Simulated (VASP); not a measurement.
# Pd (Fm-3m) in VASP: settings compared

The runs below take Pd through single point, relaxation of cell and atoms, with PBE, r2SCAN.

All numbers are computed with VASP 6.6.1; they aren't measurements. Logs are shortened: lines on timing, memory, paths and dates and some standing lists are left out, and cuts for length are marked.

**1. The cell of the first run**

It takes space group Fm-3m (No. 225, cubic). The conventional cell has a = 3.941 Å, b = 3.941 Å, c = 3.941 Å, α = 90.00°, β = 90.00°, γ = 90.00°. Pd (site symmetry m-3m) has 12 Pd at 2.79 Å within 3.7 Å.

**2. Single point, PBE**

Contents of INCAR:

```
PREC     = Accurate       # precision mode
ENCUT    = 520            # plane-wave cutoff, eV
EDIFF    = 1E-7           # SCF threshold, eV
ISMEAR   = -1             # smearing method
SIGMA    = 0.02           # smearing width, eV
LREAL    = False          # projectors in reciprocal space
LASPH    = True           # aspherical terms in the spheres
NELM     = 60             # most SCF steps
ALGO     = Normal         # electronic algorithm
ISIF     = 2              # what is computed and relaxed
LWAVE    = False          # write WAVECAR
LCHARG   = True           # write CHGCAR
GGA      = PE             # functional
LELF     = True           # ELF
LVHAR    = True         
NBANDS   = 11             # bands
```

Contents of KPOINTS:

```
regular mesh
0
Gamma
  10 10 10
```

Contents of POSCAR:

```
Pd
1.0
    0.0000000000      1.9703546357      1.9703546357
    1.9703546357      0.0000000000      1.9703546357
    1.9703546357      1.9703546357      0.0000000000
Pd
1
Direct
    0.0000000000      0.0000000000      0.0000000000
```

Potentials or basis: VASP PAW PBE potentials, release 64 (Pd).

The run is started by

```bash
$ cat potpaw_PBE.64/Pd/POTCAR > POTCAR
$ mpirun -np 1 vasp_std > vasp.out
```

OUTCAR:

```text
PREC = Accurate
   ENCUT = 520
   EDIFF = 1E-7
   ISMEAR = -1
   LREAL = False
   LASPH = True
   NELM = 60
   ISIF = 2
   GGA = PE

 ion  position               nearest neighbor table
   1  0.000  0.000  0.000-

  LATTYP: Found a face centered cubic cell.
 ALAT       =     3.9407092714

  Lattice vectors:

 A1 = (   0.0000000000,   1.9703546357,   1.9703546357)
 A2 = (   1.9703546357,   0.0000000000,   1.9703546357)
 A3 = (   1.9703546357,   1.9703546357,   0.0000000000)

Analysis of symmetry for initial positions (statically):
=====================================================================
 Subroutine PRICEL returns:
 Original cell was already a primitive cell.

 Routine SETGRP: Setting up the symmetry group for a
 face centered cubic supercell.

 Subroutine GETGRP returns: Found 48 space group operations
 (whereof 48 operations were pure point group operations)
 out of a pool of 48 trial point group operations.

The static configuration has the point symmetry O_h .

Analysis of symmetry for dynamics (positions and initial velocities):
=====================================================================
 Subroutine PRICEL returns:
 Original cell was already a primitive cell.

 Routine SETGRP: Setting up the symmetry group for a
 face centered cubic supercell.

 Subroutine GETGRP returns: Found 48 space group operations
 (whereof 48 operations were pure point group operations)
 out of a pool of 48 trial point group operations.

The dynamic configuration has the point symmetry O_h .

 Subroutine INISYM returns: Found 48 space group operations
 (whereof 48 operations are pure point group operations),
 and found     1 'primitive' translations

----------------------------------------------------------------------------------------

                                     Primitive cell

  volume of cell :      15.2990

  direct lattice vectors                    reciprocal lattice vectors
     0.000000000  1.970354636  1.970354636    -0.253761425  0.253761425  0.253761425
     1.970354636  0.000000000  1.970354636     0.253761425 -0.253761425  0.253761425
     1.970354636  1.970354636  0.000000000     0.253761425  0.253761425 -0.253761425

  length of vectors
     2.786502248  2.786502248  2.786502248     0.439527681  0.439527681  0.439527681

  position of ions in fractional coordinates (direct lattice)
     0.000000000  0.000000000  0.000000000

  ion indices of the primitive-cell ions
   primitive index   ion index
                 1           1

----------------------------------------------------------------------------------------

 KPOINTS: regular mesh

Automatic generation of k-mesh.
 Grid dimensions read from file:
 generate k-points for:   10   10   10

 Generating k-lattice:

  Cartesian coordinates                     Fractional coordinates (reciprocal lattice)
    -0.025376142  0.025376142  0.025376142     0.100000000  0.000000000  0.000000000
     0.025376142 -0.025376142  0.025376142     0.000000000  0.100000000  0.000000000
     0.025376142  0.025376142 -0.025376142     0.000000000  0.000000000  0.100000000

  Length of vectors
     0.043952768  0.043952768  0.043952768

  Shift w.r.t. Gamma in fractional coordinates (k-lattice)
     0.000000000  0.000000000  0.000000000

 Subroutine IBZKPT returns following result:
 ===========================================

 Found     47 irreducible k-points:

 Following reciprocal coordinates:
            Coordinates               Weight
  0.000000  0.000000  0.000000      1.000000
  0.100000  0.000000  0.000000      8.000000
  0.200000  0.000000  0.000000      8.000000
  0.300000  0.000000  0.000000      8.000000
  0.400000  0.000000  0.000000      8.000000
  0.500000  0.000000  0.000000      4.000000
[... 16 lines left out ...]
  0.300000  0.300000  0.000000      6.000000
  0.400000  0.300000  0.000000     24.000000
 [... further k-points ...]
   k-points           NKPTS =     47   k-points in BZ     NKDIM =     47   number of bands    NBANDS=     11
   number of dos      NEDOS =    301   number of ions     NIONS =      1
   total plane-waves  NPLWV =  13824
   dimension x,y,z NGX =    24 NGY =   24 NGZ =   24
   dimension x,y,z NGXF=    48 NGYF=   48 NGZF=   48
   ions per type =               1
   NGX,Y,Z   is equivalent  to a cutoff of  14.32, 14.32, 14.32 a.u.
   NGXF,Y,Z  is equivalent  to a cutoff of  28.64, 28.64, 28.64 a.u.
 SYSTEM =  unknown system
   PREC   = accura    normal or accurate (medium, high low for compatibility)
   ISTART =      0    job   : 0-new  1-cont  2-samecut
   ICHARG =      2    charge: 1-file 2-atom 10-const
   ISPIN  =      1    spin polarized calculation?
   LNONCOLLINEAR =      F non collinear calculations
   LSORBIT =      F    spin-orbit coupling
   LASPH  =      T    aspherical Exc in radial PAW
   ENCUT  =  520.0 eV  38.22 Ry    6.18 a.u.   5.18  5.18  5.18*2*pi/ulx,y,z
   NELM   =     60;   NELMIN=  2; NELMDL= -5     # of ELM steps
[... 27 lines left out ...]
   AEXX    =    0.0000 exact exchange contribution
   IVDW    =     0    specifies the selected vdW correction
   LEPSILON=     F    determine dielectric tensor
   LRPA    =     F    only Hartree local field effects (RPA)
 non-spin polarized calculation
  energy-cutoff  :      520.00
  volume of cell :       15.30
 maximum number of plane-waves:       424
 NGX is ok and might be reduce to    24
   NGX = 11   NGY = 11   NGZ = 11

 number of electron      10.0000000 magnetization

 Free energy of the ion-electron system (eV)
  ---------------------------------------------------
  ext. energy  EPLUGINS =         0.00000000
  ---------------------------------------------------
  free energy    TOTEN  =        -5.23165231 eV

  energy without entropy =       -5.22956671  energy(sigma->0) =       -5.23060951

 E-fermi :   9.1816     XC(G=0): -12.9571

 val. band max:        9.1731508528   @ k =  -0.4000   0.4000   0.0000
 cond. band min:       9.2091243896   @ k =   0.5000   0.2000   0.0000
 fundamental gap:      0.0359735367
 Fermi energy:         9.1815578236

 k-point     1 :       0.0000    0.0000    0.0000
  band No.  band energies     occupation
      1       2.3181      2.00000
      2       6.5041      2.00000
      3       6.5041      2.00000
      4       6.5041      2.00000
      5       8.0207      2.00000
      6       8.0207      2.00000
      7      26.3469      0.00000
      8      30.9158      0.00000
      9      30.9158      0.00000
     10      30.9158      0.00000
     11      35.5053      0.00000

 k-point     2 :       0.1000    0.0000    0.0000
  band No.  band energies     occupation
      1       2.6641      2.00000
      2       6.3937      2.00000
      3       6.6159      2.00000
      4       6.6159      2.00000
      5       7.9733      2.00000
      6       7.9733      2.00000
      7      26.6373      0.00000
      8      28.9493      0.00000
      9      31.2843      0.00000
     10      31.2843      0.00000
     11      35.7343      0.00000

 k-point     3 :       0.2000    0.0000    0.0000
  band No.  band energies     occupation
      1       3.5422      2.00000
      2       6.2862      2.00000
      3       6.7865      2.00000
      4       6.7865      2.00000
      5       8.0069      2.00000
      6       8.0069      2.00000
      7      25.1706      0.00000
      8      27.5040      0.00000
      9      32.1192      0.00000
     10      32.1192      0.00000
     11      34.6350      0.00000

 k-point     4 :       0.3000    0.0000    0.0000
  band No.  band energies     occupation
      1       4.2025      2.00000
      2       6.7135      2.00000
      3       6.7135      2.00000
      4       7.0253      2.00000
      5       8.4099      2.00000
      6       8.4099      2.00000
      7      21.5580      0.00000
      8      26.9072      0.00000
      9      31.9874      0.00000
     10      31.9874      0.00000
     11      34.9803      0.00000
[... 239 lines left out ...]
 k-point    22 :      -0.2000    0.2000    0.0000
  band No.  band energies     occupation
      1       5.0304      2.00000
      2       5.8379      2.00000
      3       6.5952      2.00000
      4       7.3778      2.00000
      5       7.5215      2.00000
      6       9.8017      0.00000
      7      23.2563      0.00000
      8      24.0443      0.00000
      9      29.4919      0.00000
     10      32.1114      0.00000
     11      33.0552      0.00000

 k-point    23 :       0.3000    0.3000    0.0000
  band No.  band energies     occupation
      1       4.6144      2.00000
      2       5.0204      2.00000
      3       8.1598      2.00000
      4       8.1737      2.00000
      5       8.1737      2.00000
      6       8.7224      2.00000
      7      25.4664      0.00000
      8      25.4664      0.00000
      9      25.9316      0.00000
     10      29.1736      0.00000
     11      30.6235      0.00000

 k-point    24 :       0.4000    0.3000    0.0000
  band No.  band energies     occupation
      1       4.6204      2.00000
      2       4.8837      2.00000
      3       7.8384      2.00000
      4       8.2848      2.00000
      5       9.0894      1.98025
      6      10.2436      0.00000
      7      22.5817      0.00000
      8      24.0996      0.00000
      9      24.5029      0.00000
     10      29.5854      0.00000
     11      31.8184      0.00000

 [... further k-points ...]
[... 5 lines left out ...]
  --------------------------------------------------------------------------------------
  -------------------------------------------------------------------------------------
  Total       -0.0313015     -0.0313015     -0.0313015     -0.0000000     -0.0000000      0.0000000
  in kB       -3.2780296     -3.2780296     -3.2780296     -0.0000000     -0.0000000      0.0000000
  external PRESSURE =      -3.2780296 kB  Pullay stress =       0.0000000 kB

 VOLUME and BASIS-vectors are now :
 -----------------------------------------------------------------------------
  energy-cutoff  :      520.00
  volume of cell :       15.30
      direct lattice vectors                 reciprocal lattice vectors
     0.000000000  1.970354636  1.970354636    -0.253761425  0.253761425  0.253761425
     1.970354636  0.000000000  1.970354636     0.253761425 -0.253761425  0.253761425
     1.970354636  1.970354636  0.000000000     0.253761425  0.253761425 -0.253761425

 POSITION                                       TOTAL-FORCE (eV/Angst)
 -----------------------------------------------------------------------------------
      0.00000      0.00000      0.00000         0.000000      0.000000      0.000000
 -----------------------------------------------------------------------------------
    total drift:                               -0.000000      0.000000      0.000000

  FREE ENERGIE OF THE ION-ELECTRON SYSTEM (eV)
  ---------------------------------------------------
  free  energy   TOTEN  =        -5.2316523115 eV

  energy  without entropy=       -5.2295667132  energy(sigma->0) =       -5.23060951
```

It took 10 s on 1 thread of Intel Xeon 8259CL, shared host; peak memory 0.14 GiB.

Results:

* Free energy: -5.2317 eV
* Pressure: -0.3 GPa
* Band gap on the k mesh: zero (band 5 reaches 9.45 eV, above the bottom of band 6 at 7.97 eV)

**3. Single point, r2SCAN**

This run uses another cell than the first one, of 14.89 Å³/atom, 0.974 times its volume.

Contents of POSCAR:

```
Pd
1.0
    0.0000000000      1.9528092299      1.9528092299
    1.9528092299      0.0000000000      1.9528092299
    1.9528092299      1.9528092299      0.0000000000
Pd
1
Direct
    0.0000000000      0.0000000000      0.0000000000
```

Contents of INCAR.step1:

```
PREC = Accurate
ENCUT = 520
ISMEAR = -1
SIGMA = 0.02
LREAL = False
LASPH = True
NELM = 80
NBANDS = 11
GGA = PE
ALGO = Normal
EDIFF = 1E-4
LWAVE = True
LCHARG = False
```

Contents of INCAR.step2:

```
PREC = Accurate
ENCUT = 520
EDIFF = 1E-6
ISMEAR = -1
SIGMA = 0.02
LREAL = False
LASPH = True
NELM = 80
ALGO = Normal
ISIF = 2
LWAVE = False
LCHARG = False
METAGGA = R2SCAN
LMIXTAU = True
NBANDS = 11
ISTART = 1
```

Contents of KPOINTS:

```
Automatic mesh
0
Gamma
  10 10 10
```

Potentials or basis: VASP PAW PBE potentials, release 64 (Pd).

The run is started by

```bash
$ cat potpaw_PBE.64/Pd/POTCAR > POTCAR
$ cp INCAR.step1 INCAR
$ mpirun -np 1 vasp_std > vasp.out
$ cp INCAR.step2 INCAR
$ mpirun -np 1 vasp_std > vasp.out
```

It took 48 s on 1 thread of Intel Xeon 8259CL, shared host; peak memory 0.14 GiB.

Results (log left out):

```
Free energy            : -22.9620 eV
Pressure               : 0.7 GPa
Band gap on the k mesh : zero (band 5 reaches 9.75 eV, above the bottom of band 6 at 8.11 eV)
```

Levels at points of the mesh, in eV from the Fermi level:
```csv
k point,band 1,band 2,band 3,band 4,band 5,band 6,band 7,band 8,band 9,band 10
"(0.00, 0.00, 0.00)",-7.12,-2.87,-2.87,-2.87,-1.29,-1.29,18.02,22.50,22.95,22.95
"(0.50, 0.00, 0.00)",-5.35,-2.95,-2.95,-0.04,-0.04,1.31,7.63,17.41,22.03,22.03
"(0.50, 0.50, 0.00)",-5.46,-5.19,-0.10,0.30,0.30,3.66,11.21,13.87,13.87,21.91
```

Caveat: the PAW data sets were made with another functional, which shifts forces and pressure a little.

**4. Relaxation of cell and atoms, PBE**

This run uses another cell than the first one, of 14.75 Å³/atom, 0.964 times its volume.

Contents of INCAR:

```
SYSTEM = Pd
PREC = Accurate
ENCUT = 600
EDIFF = 1E-6
ISMEAR = -1
SIGMA = 0.02
LREAL = .False.
LASPH = .True.
NELM = 100
ALGO = Normal
ISIF = 3
LWAVE = .False.
LCHARG = .False.
GGA = PE
IBRION = 2
NSW = 80
EDIFFG = -0.005
```

Contents of KPOINTS:

```
Automatic mesh
0
Gamma
  10 10 10
  0 0 0
```

Contents of POSCAR:

```
Pd
1.0
    0.0000000000      1.9465000000      1.9465000000
    1.9465000000      0.0000000000      1.9465000000
    1.9465000000      1.9465000000      0.0000000000
Pd
1
Direct
    0.0000000000      0.0000000000      0.0000000000
```

The run is started by

```bash
$ cat potpaw_PBE.64/Pd/POTCAR > POTCAR
$ mpirun -np 1 vasp_std > vasp.out
```

Run time: 26 s. Hardware: 1 thread of Intel Xeon 8259CL, shared host; peak memory 0.15 GiB.

The run converged. Its results:

| Item | Value |
| --- | --- |
| Free energy | -5.2314 eV |
| Relaxed volume | 15.27 Å³/atom |
| Relaxed cell | a = 2.785 Å, b = 2.785 Å, c = 2.785 Å, α = 60.00°, β = 60.00°, γ = 60.00° |
| Space group after relaxing (to 0.05 Å) | Fm-3m (No. 225) |
| Energy gained by relaxing | 9.9 meV/atom |
| Ionic steps | 3 |
| Pressure after relaxing | -0.1 GPa |
| Band gap on the k mesh | zero (band 5 reaches 9.48 eV, above the bottom of band 6 at 8.00 eV) |

The path:
```tsv
step	energy change (eV)	largest force (eV/Å)	pressure (GPa)	volume (Å³)
1	0.0000	0.0000	6.45	14.75
2	0.0096	0.0000	-7.49	16.05
3	-0.0099	0.0000	-0.05	15.27
```

Final structure:
```
Pd
1.0
     0.00000    1.96911    1.96911
     1.96911    0.00000    1.96911
     1.96911    1.96911    0.00000
Pd
1
Direct
  0.00000 0.00000 0.00000
```

Levels at points of the mesh, in eV from the Fermi level:
| k point | band 2 | band 3 | band 4 | band 5 | band 6 | band 7 | band 8 | band 9 |
| --- | --- | --- | --- | --- | --- | --- | --- | --- |
| (0.00, 0.00, 0.00) | -2.69 | -2.69 | -2.69 | -1.16 | -1.16 | 17.17 | 21.75 | 21.75 |
| (0.50, 0.00, 0.00) | -2.73 | -2.73 | -0.03 | -0.03 | 1.09 | 7.05 | 16.51 | 20.76 |
| (0.50, 0.50, 0.00) | -4.83 | -0.06 | 0.27 | 0.27 | 3.35 | 10.42 | 13.02 | 13.02 |

**5. Relaxation of cell and atoms, r2SCAN**

Contents of POSCAR:

```
Pd
1.0
    0.0000000000      1.9703546357      1.9703546357
    1.9703546357      0.0000000000      1.9703546357
    1.9703546357      1.9703546357      0.0000000000
Pd
1
Direct
    0.0000000000      0.0000000000      0.0000000000
```

Contents of INCAR.step1:

```
PREC = Accurate
ENCUT = 600
ISMEAR = -1
SIGMA = 0.02
LREAL = F
LASPH = T
NELM = 100
GGA = PE
ALGO = Normal
EDIFF = 1E-4
LWAVE = T
LCHARG = F
```

Contents of INCAR.step2:

```
PREC = Accurate
ENCUT = 600
EDIFF = 1E-6
ISMEAR = -1
SIGMA = 0.02
LREAL = F
LASPH = T
NELM = 100
ALGO = Normal
ISIF = 3
LWAVE = F
LCHARG = F
METAGGA = R2SCAN
LMIXTAU = T
IBRION = 2
NSW = 80
EDIFFG = -0.005
ISTART = 1
```

Contents of KPOINTS:

```
Automatic mesh
0
Gamma
  10 10 10
```

The run is started by

```bash
$ cat potpaw_PBE.64/Pd/POTCAR > POTCAR
$ cp INCAR.step1 INCAR
$ mpirun -np 1 vasp_std > vasp.out
$ cp INCAR.step2 INCAR
$ mpirun -np 1 vasp_std > vasp.out
```

It took 2 min on 1 thread of Intel Xeon 8259CL, shared host; peak memory 0.16 GiB.

The run converged. Its results:

| Property | Result |
| --- | --- |
| Free energy | -22.9617 eV |
| Relaxed volume | 14.95 Å³/atom |
| Relaxed cell | a = 2.765 Å, b = 2.765 Å, c = 2.765 Å, α = 60.00°, β = 60.00°, γ = 60.00° |
| Space group after relaxing (to 0.05 Å) | Fm-3m (No. 225) |
| Energy gained by relaxing | 4.7 meV/atom |
| Ionic steps | 3 |
| Pressure after relaxing | 0.0 GPa |
| Band gap on the k mesh | zero (band 5 reaches 9.70 eV, above the bottom of band 6 at 8.06 eV) |

The path:
| step | energy change (eV) | largest force (eV/Å) | pressure (GPa) | volume (Å³) |
| --- | --- | --- | --- | --- |
| 1 | 0.0000 | 0.0000 | -4.10 | 15.30 |
| 2 | 0.0058 | 0.0000 | 7.14 | 14.45 |
| 3 | -0.0047 | 0.0000 | -0.03 | 14.95 |

Final structure:
```cif
data_structure
_symmetry_space_group_name_H-M 'P 1'
_symmetry_Int_Tables_number 1
_cell_length_a 2.7648
_cell_length_b 2.7648
_cell_length_c 2.7648
_cell_angle_alpha 60.000
_cell_angle_beta 60.000
_cell_angle_gamma 60.000
_cell_volume 14.95
loop_
_atom_site_label
_atom_site_type_symbol
_atom_site_fract_x
_atom_site_fract_y
_atom_site_fract_z
_atom_site_occupancy
Pd1 Pd 0.00000 0.00000 0.00000 1
```

Levels at points of the mesh, in eV from the Fermi level:
| k point | band 1 | band 2 | band 3 | band 4 | band 5 | band 6 | band 7 | band 8 | band 9 |
| --- | --- | --- | --- | --- | --- | --- | --- | --- | --- |
| (0.00, 0.00, 0.00) | -7.09 | -2.86 | -2.86 | -2.86 | -1.28 | -1.28 | 18.02 | 22.51 | 22.92 |
| (0.50, 0.00, 0.00) | -5.32 | -2.93 | -2.93 | -0.04 | -0.04 | 1.31 | 7.60 | 17.41 | 22.00 |
| (0.50, 0.50, 0.00) | -5.43 | -5.16 | -0.10 | 0.30 | 0.30 | 3.66 | 11.17 | 13.85 | 13.85 |

Caveat: the PAW data sets were made with another functional, which shifts forces and pressure a little.

**6. The runs side by side**

```tsv
task	level	cell	cutoff (eV)	gap on the mesh (eV)	pressure (GPa)	relaxed volume (Å³/atom)
single point	PBE	a = 2.787 Å, angles 60.0°, 1 atom	520	none	-0.3	-
single point	r2SCAN	a = 2.762 Å, angles 60.0°, 1 atom	520	none	0.7	-
relaxation of cell and atoms	PBE	relaxed from a = 2.753 Å, angles 60.0°, 1 atom	600	none	-0.1	15.27
relaxation of cell and atoms	r2SCAN	relaxed from a = 2.787 Å, angles 60.0°, 1 atom	600	none	0.0	14.95
```

Alike in all rows: potentials or basis VASP PAW PBE potentials, release 64 (Pd); no spin polarisation; k mesh 10 × 10 × 10; smearing fermi-dirac 0.02 eV.

Caveats: the PAW data sets were made with another functional, which shifts forces and pressure a little (some runs).

Total energies depend on the potentials used, so only differences within one code and one set of settings carry meaning.
